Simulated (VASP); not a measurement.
Wanted: the native input for a VASP 6.6.1 run.

- Task: electric field gradients
- Functional: PBE
- Potentials or basis: VASP PAW PBE potentials, release 64 (B, P)
- Cutoff: 520 eV
- k mesh: 15 × 15 × 15
- Occupations: fermi-dirac, width 0.05 eV
- Spin: no spin polarisation
- Dipole correction: no
- Further INCAR settings: ALGO = Normal; EDIFF = 1e-08; NBANDS = 11

The structure of BP lies in POSCAR:

```
BP
1.0
    0.0000000000      2.2988586873      2.2988586873
    2.2988586873      0.0000000000      2.2988586873
    2.2988586873      2.2988586873      0.0000000000
B P
1 1
Direct
    0.0000000000      0.0000000000      0.0000000000
    0.7500000000      0.7500000000      0.7500000000
```

This cell differs from its parent crystal: volume scaled by 1.04.

These files were run (other wordings do the same):

INCAR

```
PREC = Accurate
ENCUT = 520
EDIFF = 1E-8
ISMEAR = -1
SIGMA = 0.05
LREAL = F
LASPH = T
NELM = 80
ALGO = Normal
ISIF = 2
LWAVE = F
LCHARG = F
GGA = PE
LEFG = T
NBANDS = 11
```

KPOINTS

```
regular mesh
0
Gamma
  15 15 15
```

Potentials or basis: VASP PAW PBE potentials, release 64 (B, P).

Launch:

```sh
$ cat potpaw_PBE.64/B/POTCAR potpaw_PBE.64/P/POTCAR > POTCAR
$ mpirun -np 1 vasp_std > vasp.out
```

It gave:

- Pressure: -5.1 GPa
- Band gap on the k mesh: 1.29 eV, indirect (least direct gap 3.35 eV)

Caveat: without QUAD_EFG the Cq values of the log hold for a quadrupole moment of 1 mb, not for the nuclei.

Wall time 29 s on 1 thread of AMD EPYC 9R45 (Zen 5), on a shared host, peak memory 0.12 GiB.
